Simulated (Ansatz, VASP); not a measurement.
Two plane-wave programs on BN

```
CELL_PARAMETERS angstrom
0.00000 1.85518 1.78306
1.85518 0.00000 1.78306
1.85518 1.85518 0.00000
ATOMIC_POSITIONS crystal
B 0.00000 0.00000 0.00000
N 0.25000 0.25000 0.25000
```

Change from the starting cell: epitaxial_xy strain +2.8%.

Alike in both runs: task single point; functional HSE06; k mesh 8 × 8 × 8; no spin polarisation.

```csv
,VASP,Ansatz
version,VASP 6.6.1,Ansatz 0.2.0
potentials or method,"VASP PAW PBE potentials, release 64 (B, N)","plane waves, PAW"
plane-wave cutoff (eV),520,420
occupations,"gaussian, width 0.01 eV",fixed
valence electrons in the cell,8,8
```

```csv
,VASP,Ansatz,Ansatz less VASP
gap on the k mesh at the Fermi level (eV),5.05,5.06,+0.013
pressure (GPa),-19.5,-19.8,-0.35
"traceless stress, the component that is largest in VASP (GPa)",15.57,15.57,-0.006
```

Ansatz's warnings: stress exchange threshold loose, stress scf threshold loose.
